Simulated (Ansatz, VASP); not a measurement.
# Hf2Si: VASP beside Ansatz

```
Hf Si
1.0
    -3.27535    3.27535    2.58282
     3.27535   -3.27535    2.58282
     3.27535    3.27535   -2.58282
Hf Si
4 2
Cartesian
  1.0251 2.2503 2.5828
  2.2503 -1.0251 2.5828
  2.2503 1.0251 0.0000
  1.0251 4.3004 0.0000
  0.0000 0.0000 3.8742
  0.0000 0.0000 1.2914
```

Alike in both runs: task single point; functional r2SCAN; k mesh 4 × 4 × 4; occupations gaussian, width 0.1 eV; no spin polarisation.

```csv
,VASP,Ansatz
version,VASP 6.6.1,Ansatz 0.2.0
potentials or method,"VASP PAW PBE potentials, release 64 (Hf_pv, Si), cutoff 520 eV","scalar-relativistic, plane waves, PAW"
valence electrons in the cell,48,112
```

Ansatz gave:

* gap on the k mesh at the Fermi level (eV): none
* pressure (GPa): 0.3
* traceless stress, the component that is largest in VASP (GPa): 0.76
* rms of the force components (eV/Å): 0.035

Estimate VASP's values.

gap on the k mesh at the Fermi level (eV): none; pressure (GPa): -0.2; traceless stress, the component that is largest in VASP (GPa): 0.73; rms of the force components (eV/Å): 0.029.

VASP's potentials were made for PBE, not for r2SCAN. Atom by atom the forces differ by 0.006 eV/Å (rms over components). A gap of «none» marks a metal or a gap that the smearing closes. The functional is the same, so the differences come from potentials, cutoffs and numerics. VASP's potentials hold 48 valence electrons a cell and Ansatz's 112, so a difference there can come from the potentials and not from the codes.

The k mesh is coarse, so the values compare programs but aren't converged. Spin-orbit coupling is off throughout.
